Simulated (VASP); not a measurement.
Wanted: the native input for a VASP 6.6.1 run.

* Task: single point
* Functional: PBE
* Potentials or basis: VASP PAW PBE potentials, release 64 (La, Hf_pv, O)
* Cutoff: 520 eV
* k mesh: 6 × 6 × 2
* Occupations: gaussian, width 0.1 eV
* Spin: no spin polarisation
* Dipole correction: no
* Further INCAR settings: ALGO = Normal; EDIFF = 1e-07; NBANDS = 30

The structure of La2HfO2 lies in POSCAR:

```
La2HfO2
1.0
    3.9963508700      0.0000000000      0.0000000000
   -1.9981754400      3.4609413800      0.0000000000
    0.0000000000      0.0000000000      8.6072648400
La Hf O
2 1 2
Direct
    0.0000000000      0.0000000000      0.7891554300
    0.0000000000      0.0000000000      0.2108445700
    0.3333333300      0.6666666700      0.0000000000
    0.3333333300      0.6666666700      0.6893841300
    0.3333333300      0.6666666700      0.3106158700
```

The cell was built from a structure type or drawn by symmetry, and may not be a known phase.

These files were run (other wordings do the same):

INCAR

```
SYSTEM = La2HfO2
PREC     = Accurate       ! precision mode
ENCUT    = 520            ! plane-wave cutoff, eV
EDIFF    = 1E-7           ! SCF threshold, eV
ISMEAR   = 0              ! smearing method
SIGMA    = 0.1            ! smearing width, eV
LREAL    = .FALSE.        ! projectors in reciprocal space
LASPH    = .TRUE.         ! aspherical terms in the spheres
NELM     = 80             ! most SCF steps
ALGO     = Normal         ! electronic algorithm
ISIF     = 2              ! what is computed and relaxed
LWAVE    = .FALSE.        ! write WAVECAR
LCHARG   = .TRUE.         ! write CHGCAR
GGA      = PE             ! functional
LELF     = .TRUE.         ! ELF
LVHAR    = .TRUE.       
NBANDS   = 30             ! bands
```

KPOINTS

```
regular mesh
0
G
  6 6 2
  0 0 0
```

Potentials or basis: VASP PAW PBE potentials, release 64 (La, Hf_pv, O).

Launch:

```sh
$ cat potpaw_PBE.64/La/POTCAR potpaw_PBE.64/Hf_pv/POTCAR potpaw_PBE.64/O/POTCAR > POTCAR
$ mpirun -np 1 vasp_std > vasp.out
```

Results of the run:

```json
{"Pressure": "3.9 GPa", "Largest force": "4.951 eV/Å", "Band gap on the k mesh": "zero (bands 22 and 23 overlap by 0.56 eV)"}
```

Caveat: the k points lie up to 0.36 Å⁻¹ apart, too coarse for converged energies and pressures of a metal; spin-orbit coupling is left out, which moves the levels of the heavy elements; forces of over 1 eV/Å act on the atoms, so gaps and moduli don't describe the material at rest.

Wall time 48 s on 1 thread of Intel(R) Xeon(R) 6975P-C (Granite Rapids) (shared host), peak memory 0.27 GiB.
